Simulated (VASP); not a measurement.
A run of VASP 6.6.1:

POSCAR

```
Ti
1.0
    4.6754232413      0.0000000000      0.0000000000
   -2.3377116207      4.0490384946      0.0000000000
    0.0000000000      0.0000000000      2.8662377262
Ti
3
Direct
    0.0000000000      0.0000000000      0.0000000000
    0.3333333333      0.6666666667      0.5000000000
    0.6666666667      0.3333333333      0.5000000000
```

Contents of INCAR.step1:

```
PREC = Accurate
ENCUT = 520
ISMEAR = -1
SIGMA = 0.1
LREAL = False
LASPH = True
NELM = 80
NBANDS = 25
GGA = PE
ALGO = Normal
EDIFF = 1E-4
LWAVE = True
LCHARG = False
```

INCAR.step2

```
PREC = Accurate
ENCUT = 520
EDIFF = 1E-7
ISMEAR = -1
SIGMA = 0.1
LREAL = False
LASPH = True
NELM = 80
ALGO = Normal
ISIF = 2
LWAVE = False
LCHARG = False
METAGGA = R2SCAN
LMIXTAU = True
NBANDS = 25
ISTART = 1
```

The input KPOINTS:

```
regular mesh
0
Gamma
  9 9 12
```

Potentials or basis: VASP PAW PBE potentials, release 64 (Ti_sv).

Run with:

```sh
$ cat potpaw_PBE.64/Ti_sv/POTCAR > POTCAR
$ cp INCAR.step1 INCAR
$ mpirun -np 1 vasp_std > vasp.out
$ cp INCAR.step2 INCAR
$ mpirun -np 1 vasp_std > vasp.out
```

Hardware: 1 thread of Intel(R) Xeon(R) 6975P-C (Granite Rapids), on a shared host.

Estimate the wall time of this run.

Run time: 2.8 min on 1 thread of Intel(R) Xeon(R) 6975P-C (Granite Rapids), with other jobs on the host, peak memory 0.23 GiB. Counts: k points 84.
